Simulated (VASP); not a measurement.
Set up this calculation in VASP 6.6.1, as the native input.

| Quantity | Value |
| --- | --- |
| Task | relaxation of cell and atoms |
| Functional | PBE |
| Potentials or basis | VASP PAW PBE potentials, release 64 (Ir, P) |
| Cutoff | 600 eV |
| k mesh | 13 × 13 × 13 |
| Occupations | fermi-dirac, width 0.05 eV |
| Spin | no spin polarisation |
| Dipole correction | no |
| Further INCAR settings | ALGO = Normal; EDIFF = 1e-06; IBRION = 2; EDIFFG = -0.005; NSW = 100; ISIF = 3 |

The structure of PIr (rocksalt type) lies in POSCAR:

```
PIr
1.0
    0.0000000000      2.3690179898      2.3690179898
    2.3690179898      0.0000000000      2.3690179898
    2.3690179898      2.3690179898      0.0000000000
Ir P
1 1
Direct
    0.0000000000      0.0000000000      0.0000000000
    0.5000000000      0.5000000000      0.5000000000
```

These files were run (other wordings do the same):

INCAR

```
SYSTEM = PIr
PREC     = Accurate       ! precision mode
ENCUT    = 600            ! plane-wave cutoff, eV
EDIFF    = 1E-6           ! SCF threshold, eV
ISMEAR   = -1             ! smearing method
SIGMA    = 0.05           ! smearing width, eV
LREAL    = .FALSE.        ! projectors in reciprocal space
LASPH    = .TRUE.         ! aspherical terms in the spheres
NELM     = 100            ! most SCF steps
ALGO     = Normal         ! electronic algorithm
ISIF     = 3              ! what is computed and relaxed
LWAVE    = .FALSE.        ! write WAVECAR
LCHARG   = .FALSE.        ! write CHGCAR
GGA      = PE             ! functional
IBRION   = 2              ! ionic algorithm
NSW      = 100            ! ionic steps
EDIFFG   = -0.005         ! ionic threshold
```

KPOINTS

```
Automatic mesh
0
G
  13 13 13
  0 0 0
```

Potentials or basis: VASP PAW PBE potentials, release 64 (Ir, P).

Launch:

```console
$ cat potpaw_PBE.64/Ir/POTCAR potpaw_PBE.64/P/POTCAR > POTCAR
$ mpirun -np 1 vasp_std > vasp.out
```

It gave:

The relaxed volume is 15.00 Å³/atom and the relaxed cell is a = 3.488 Å, b = 3.488 Å, c = 3.488 Å, α = 60.00°, β = 60.00°, γ = 60.00°. The space group after relaxing (to 0.05 Å) is Fm-3m (No. 225), the energy gained by relaxing is 160.0 meV/atom and the ionic steps are 19. The pressure after relaxing is 0.1 GPa and the band gap on the k mesh is zero (band 7 reaches 9.69 eV, above the bottom of band 8 at 8.26 eV).

Caveat: spin-orbit coupling is left out, which moves the levels of the heavy elements.

Wall time 79 s on 1 thread of Intel(R) Xeon(R) 6975P-C (Granite Rapids) (shared host), peak memory 0.19 GiB.
